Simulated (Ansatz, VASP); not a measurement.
# Sc in VASP and in Ansatz

File INCAR:

```
ALGO     = Fast           # electronic algorithm
EDIFF    = 1E-7           # SCF threshold, eV
ENCUT    = 520            # plane-wave cutoff, eV
GGA      = PE             # functional
ISIF     = 2              # what is computed and relaxed
ISMEAR   = 0              # smearing method
LASPH    = True           # aspherical terms in the spheres
LCHARG   = False          # write CHGCAR
LREAL    = False          # projectors in reciprocal space
LWAVE    = False          # write WAVECAR
NBANDS   = 18             # bands
NELM     = 60             # most SCF steps
PREC     = Accurate       # precision mode
SIGMA    = 0.15           # smearing width, eV
```

KPOINTS

```
k-points
0
Gamma
  18 18 10
```

File POSCAR:

```
Sc
1.0
    3.4080618342      0.0000000000      0.0000000000
   -1.7040309171      2.9514681261      0.0000000000
    0.0000000000      0.0000000000      5.1099600000
Sc
2
Direct
    0.3333333333      0.6666666667      0.2500000000
    0.6666666667      0.3333333333      0.7500000000
```

Input for Ansatz:

```yaml
crystal:
  lattice:
    - [3.4080618342, 0.0, 0.0]
    - [-1.7040309171, 2.9514681261, 0.0]
    - [0.0, 0.0, 5.10996]
  atoms:
    - { symbol: Sc, position: [0.3333333333, 0.6666666667, 0.25] }
    - { symbol: Sc, position: [0.6666666667, 0.3333333333, 0.75] }
basis:
  ecutwfc: 420
kpoints:
  mp_grid: { grid: [18, 18, 10] }
hamiltonian:
  xc: pbe
scf:
  occupations: { method: gaussian, width: 0.15 }
output:
  forces: true
  stress: true
  eigenvalues: true
```

Change from the starting cell: strain +0.030 along x and y, -0.030 along z, atoms carried along.

Alike in both runs: task single point; functional PBE; k mesh 18 × 18 × 10; occupations gaussian, width 0.15 eV; no spin polarisation.

|  | VASP | Ansatz |
| --- | --- | --- |
| version | VASP 6.6.1 | Ansatz 0.2.0 |
| potentials or method | VASP PAW PBE potentials, release 64 (Sc_sv), cutoff 520 eV | scalar-relativistic, plane waves, PAW |
| valence electrons in the cell | 22 | 22 |

|  | VASP | Ansatz | Ansatz less VASP |
| --- | --- | --- | --- |
| gap on the k mesh at the Fermi level (eV) | none | none | - |
| pressure (GPa) | -2.1 | -2.1 | -0.03 |
| traceless stress, the component that is largest in VASP (GPa) | 1.84 | 1.84 | -0.003 |

A gap of «none» marks a metal or a gap that the smearing closes.
